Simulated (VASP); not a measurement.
Here is a VASP 6.6.1 calculation.

INCAR

```
SYSTEM = Al
PREC = Accurate ; ENCUT = 520
EDIFF = 1E-7 ; ISMEAR = 0
SIGMA = 0.05 ; LREAL = Auto
LASPH = .TRUE. ; NELM = 100
ALGO = Normal ; ISIF = 2
LWAVE = .FALSE. ; LCHARG = .TRUE.
GGA = PE ; LELF = .TRUE.
LVHAR = .TRUE. ; NBANDS = 68
```

The input KPOINTS:

```
Automatic mesh
0
G
  3 3 3
  0 0 0
```

The input POSCAR:

```
Al
1.0
    8.1000000000      0.0000000000      0.0000000000
    0.0000000000      8.1000000000      0.0000000000
    0.0000000000      0.0000000000      8.1000000000
Al
31
Direct
    0.4967511111      0.0065659259      0.0005956790
    0.7440076543      0.2538264198      0.0005959259
    0.7516249383     -0.0010393827      0.2518179012
    0.0010541975      0.0006866667      0.0005834568
    0.3755014815      0.3750774074      0.0005130864
    0.7498903704      0.7495254321      0.0005833333
    0.2492759259      0.0037746914      0.2463061728
    0.5071749383      0.2434030864      0.2694160494
    0.7467979012      0.5012956790      0.2463038272
    0.5011953086     -0.0087940741      0.5006082716
    0.7593766667      0.2493796296      0.5006081481
    0.7516011111     -0.0010160494      0.7493865432
    0.0068698765      0.4964148148      0.0005655556
    0.2541625926      0.7437053086      0.0005655556
    0.0041295062      0.2489041975      0.2462444444
    0.2438627160      0.5067151852      0.2692119753
    0.5016681481      0.7464432099      0.2462392593
    0.0005027160      0.0001260494      0.5005876543
    0.2481988889      0.2478659259      0.5005806173
    0.5027092593      0.5023749383      0.5005806173
    0.7504555556      0.7500785185      0.5005879012
    0.2492839506      0.0037518519      0.7548600000
    0.5071297531      0.2434482716      0.7317986420
    0.7468209877      0.5012879012      0.7548624691
   -0.0006298765      0.7512158025      0.2518414815
   -0.0083370370      0.5008158025      0.5005567901
    0.2497580247      0.7589192593      0.5005566667
    0.0041551852      0.2488995062      0.7549467901
    0.2437954321      0.5067820988      0.7318922222
    0.5016729630      0.7464176543      0.7549517284
   -0.0006651852      0.7512508642      0.7493149383
```

Potentials or basis: VASP PAW PBE potentials, release 64 (Al).

Launch:

```sh
$ cat potpaw_PBE.64/Al/POTCAR > POTCAR
$ mpirun -np 1 vasp_std > vasp.out
```

Predict the pressure.

-0.6 GPa.

What does it give for the largest force?

0.011 eV/Å.

Stress tensor (GPa, compression positive):
```
-1.01  0.11  0.00
 0.11 -1.01  0.00
 0.00  0.00  0.14
```
